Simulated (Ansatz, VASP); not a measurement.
**Two plane-wave programs on Ba**

```xyz
1
Lattice="0.0000 2.6691 2.6691 2.6691 0.0000 2.6691 2.6691 2.6691 0.0000" Properties=species:S:1:pos:R:3 pbc="T T T"
Ba    0.0000    0.0000    0.0000
```

Change from the starting cell: volume scaled by 0.65, PAW files.

Alike in both runs: task single point; functional PBEsol; k mesh 12 × 12 × 12; occupations fermi-dirac, width 0.08 eV; no spin polarisation.

|  | VASP | Ansatz |
| --- | --- | --- |
| version | VASP 6.6.1 | Ansatz 0.2.0 |
| potentials or method | VASP PAW PBE potentials, release 64 (Ba_sv) | PAW with Ansatz's default frozen-core files, scalar-relativistic |
| plane-wave cutoff (eV) | 520 | 420 |
| valence electrons in the cell | 10 | 10 |

|  | VASP | Ansatz | Ansatz less VASP |
| --- | --- | --- | --- |
| pressure (GPa) | 6.4 | 5.7 | -0.76 |

VASP's potentials were made for PBE, not for PBEsol.

Spin-orbit coupling is off throughout.
